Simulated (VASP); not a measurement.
Runs of VASP 6.6.1 on NiI. The structure is that of space group P6_3mc (No. 186), or close to it. The cells are those of the table. 

```csv
cell,gap on the mesh (eV),pressure (GPa),moment (μB),largest force (eV/Å)
"a = 4.056, b = 4.056, c = 6.872 Å, angles 90.0, 90.0, 120.0°, 4 atoms",none,0.6,0.63,0.02
"a = 4.082, b = 4.082, c = 6.918 Å, angles 90.0, 90.0, 120.0°, 4 atoms",none,-0.3,(c),0.03
"a = 4.001, b = 4.001, c = 6.780 Å, angles 90.0, 90.0, 120.0°, 4 atoms",none,(d),(b),-
"a = 4.109, b = 4.109, c = 6.963 Å, angles 90.0, 90.0, 120.0°, 4 atoms",none,-1.2,0.97,0.04
"a = 4.135, b = 4.135, c = 7.007 Å, angles 90.0, 90.0, 120.0°, 4 atoms",none,-1.9,1.14,0.05
"a = 4.028, b = 4.028, c = 6.826 Å, angles 90.0, 90.0, 120.0°, 4 atoms",none,1.7,0.39,0.01
"a = 3.973, b = 3.973, c = 6.732 Å, angles 90.0, 90.0, 120.0°, 4 atoms",none,4.6,(a),0.01
```

Alike in all rows: task single point; level PBE; potentials or basis VASP PAW PBE potentials, release 64 (I, Ni); spin collinear, ferromagnetic start; k mesh 8 × 8 × 4; cutoff (eV) 520; smearing fermi-dirac 0.05 eV.

Task: Estimate the missing entries.

Result: (a) 0.00; (b) 0.26; (c) 0.81; (d) 3.0.

Caveats: spin-orbit coupling is left out, which moves the levels of the heavy elements; semilocal functionals often make such compounds metallic where correlation or magnetic order opens a gap, which also shifts bond lengths.

A k mesh can miss the band edges, and the runs leave out spin-orbit coupling on I.

A gap of «none» marks levels without a gap at the run's occupations.
